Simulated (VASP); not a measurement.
A run of VASP 6.6.1 is set up as follows.

Contents of INCAR:

```
SYSTEM = BaTiO3
PREC = Accurate ; ENCUT = 600
EDIFF = 1E-6 ; ISMEAR = 0
SIGMA = 0.02 ; LREAL = .False.
LASPH = .True. ; NELM = 100
ALGO = Normal ; ISIF = 4
LWAVE = .False. ; LCHARG = .False.
GGA = PE ; IBRION = 2
NSW = 50 ; EDIFFG = -0.01
```

The input KPOINTS:

```
regular mesh
0
Gamma
  8 8 8
  0 0 0
```

File POSCAR:

```
BaTiO3
1.0
    3.9228056701      0.0000000000      0.0000000000
    0.0000000000      2.8247795774      2.8402241098
    0.0000000000     -2.8247795774      2.8402241098
Ba Ti O
1 1 3
Direct
    0.0000000000      0.0083011723      0.0083011723
    0.5000000000      0.5229401498      0.5229401498
    0.0000000000      0.4897315641      0.4897315641
    0.5000000000      0.4934957138      0.9817513999
    0.5000000000      0.9817513999      0.4934957138
```

Potentials or basis: VASP PAW PBE potentials, release 64 (Ba_sv, Ti_sv, O).

Command:

```sh
$ cat potpaw_PBE.64/Ba_sv/POTCAR potpaw_PBE.64/Ti_sv/POTCAR potpaw_PBE.64/O/POTCAR > POTCAR
$ mpirun -np 1 vasp_std > vasp.out
```

Task: Estimate the band gap on the k mesh.

Result: 2.01 eV (least direct gap 2.28 eV).

Forces in eV/Å, atoms in the order of the input:
```
Ba   0.000  0.000  0.001
Ti   0.000  0.000  0.001
O    0.000  0.000  0.007
O    0.000 -0.005 -0.005
O    0.000  0.005 -0.005
```

Caveat: spin-orbit coupling is left out, which moves the levels of the heavy elements. A k mesh can miss the band edges.
